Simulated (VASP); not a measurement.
Ca:

```
CELL_PARAMETERS angstrom
0.00000 2.52310 2.52310
2.52310 0.00000 2.52310
2.52310 2.52310 0.00000
ATOMIC_POSITIONS crystal
Ca 0.00000 0.00000 0.00000
```

- Program: VASP 6.6.1
- Task: relaxation of cell and atoms
- Functional: PBE
- Potentials or basis: VASP PAW PBE potentials, release 64 (Ca_sv)
- Cutoff: 600 eV
- k mesh: 12 × 12 × 12
- Occupations: gaussian, width 0.01 eV
- Spin: no spin polarisation

At the start: pressure 7.1 GPa; volume 32.12 Å³/atom.

Q: How do energy, volume and symmetry change on relaxing?

A: Over 4 steps the energy falls by 185.2 meV/atom and the volume is 42.25 Å³/atom (+31.5 %); space group Fm-3m (No. 225, to 0.05 Å).

Step by step:
```
step  energy change (eV)  largest force (eV/Å)  pressure (GPa)  volume (Å³)
   1              0.0000                0.0000            7.10        32.12
   2             -0.1716                0.0000            1.50        39.21
   3             -0.1850                0.0000            0.17        41.88
   4             -0.1852                0.0000            0.01        42.25
```

Final structure:
```
Ca
1.0
     0.00000    2.76441    2.76441
     2.76441    0.00000    2.76441
     2.76441    2.76441    0.00000
Ca
1
Direct
  0.00000 0.00000 0.00000
```

Caveat: the volume moved by over 15 % at a fixed basis, so the end points are rough.
